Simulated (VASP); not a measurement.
## BeS: relaxation of cell and atoms with LDA

The system is BeS.

```xyz
2
Lattice="0.0000 2.3982 2.3982 2.3982 0.0000 2.3982 2.3982 2.3982 0.0000" Properties=species:S:1:pos:R:3 pbc="T T T"
Be    0.0000    0.0000    0.0000
S     3.5973    3.5973    3.5973
```

* Program: VASP 6.6.1
* Task: relaxation of cell and atoms
* Functional: LDA
* Potentials or basis: VASP PAW LDA potentials, release 64 (Be, S)
* Cutoff: 600 eV
* k mesh: 10 × 10 × 10
* Occupations: gaussian, width 0.01 eV
* Spin: no spin polarisation
* Target pressure: 7 GPa
* Dipole correction: no
* Further INCAR settings: ALGO = Normal; EDIFF = 1e-07; IBRION = 2; EDIFFG = -0.002; NSW = 100; ISIF = 3

```yaml
Relaxed_volume: 12.98 Å³/atom
Relaxed_cell: a = 3.324 Å, b = 3.324 Å, c = 3.324 Å, α = 60.00°, β = 60.00°, γ = 60.00°
Space_group_after_relaxing_to_0.05_Å: F-43m (No. 216)
Energy_change_on_relaxing_the_enthalpy_is_what_falls: +17.0 meV/atom
Ionic_steps: 3
Pressure_after_relaxing: 7.0 GPa
Band_gap_on_the_k_mesh: 2.69 eV, indirect (least direct gap 5.49 eV)
```

Step by step:
```tsv
step	energy change (eV)	largest force (eV/Å)	pressure (GPa)	volume (Å³)
1	0.0000	0.0000	0.06	27.58
2	0.0722	0.0000	10.64	25.27
3	0.0341	0.0000	7.00	25.96
```

Final structure:
```
Be S
1.0
     0.00000    2.35022    2.35022
     2.35022    0.00000    2.35022
     2.35022    2.35022    0.00000
Be S
1 1
Direct
  0.00000 0.00000 0.00000
  0.75000 0.75000 0.75000
```

Levels at points of the mesh, in eV from the valence-band top:
| k point | band 2 | band 3 | band 4 | band 5 | band 6 | band 7 |
| --- | --- | --- | --- | --- | --- | --- |
| (0.00, 0.00, 0.00) | 0.00 | 0.00 | 0.00 | 5.49 | 5.49 | 5.49 |
| (0.50, 0.00, 0.00) | -6.48 | -1.18 | -1.18 | 5.71 | 6.40 | 6.40 |
| (0.50, 0.50, 0.00) | -5.54 | -3.02 | -3.02 | 2.69 | 4.71 | 13.38 |

Run time: 39 s on 1 thread of Intel Xeon 8259CL, on a shared host, peak memory 0.15 GiB.

Caveat: the cell is relaxed towards a set pressure, so the enthalpy falls and the energy may rise. A k mesh can miss the band edges.
